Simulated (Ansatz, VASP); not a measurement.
# OsRhC4N4 in VASP and in Ansatz

```xyz
10
Lattice="5.7898 0.0000 0.0000 0.0000 5.7898 0.0000 0.0000 0.0000 5.7898" Properties=species:S:1:pos:R:3 pbc="T T T"
Os    2.8949    2.8949    2.8949
Rh    0.0000    0.0000    0.0000
C     1.1108    1.1108    1.1108
C     1.1108    4.6791    4.6791
C     4.6791    1.1108    4.6791
C     4.6791    4.6791    1.1108
N     1.8076    1.8076    1.8076
N     1.8076    3.9823    3.9823
N     3.9823    1.8076    3.9823
N     3.9823    3.9823    1.8076
```

Alike in both runs: functional PBE; k mesh 4 × 4 × 4; occupations gaussian, width 0.1 eV; collinear spin.

Ansatz relaxed the structure, and its values are those at the end. VASP's run is a single point on that final structure, the one shown.

|  | VASP | Ansatz |
| --- | --- | --- |
| version | VASP 6.6.1 | Ansatz 0.2.0 |
| potentials or method | VASP PAW PBE potentials, release 64 (Os, Rh_pv, C, N), cutoff 520 eV | scalar-relativistic, plane waves, PAW |
| valence electrons in the cell | 59 | 69 |

Ansatz gave:

```
gap on the k mesh at the Fermi level (eV) : none
pressure (GPa)                            : -0.3
rms of the force components (eV/Å)        : 0.014
net moment per atom (μB)                  : 0.00
```

Which values does VASP return?

gap on the k mesh at the Fermi level (eV): none; pressure (GPa): 0.3; rms of the force components (eV/Å): 0.066; net moment per atom (μB): 0.00.

A gap of «none» marks a metal or a gap that the smearing closes. VASP's potentials hold 59 valence electrons a cell and Ansatz's 69, so a difference there can come from the potentials and not from the codes. Ansatz's warnings: seeded moment not kept.

Neither program's run includes spin-orbit coupling. Noted on VASP's run: the standard files for N, O and F lose accuracy on very short bonds.
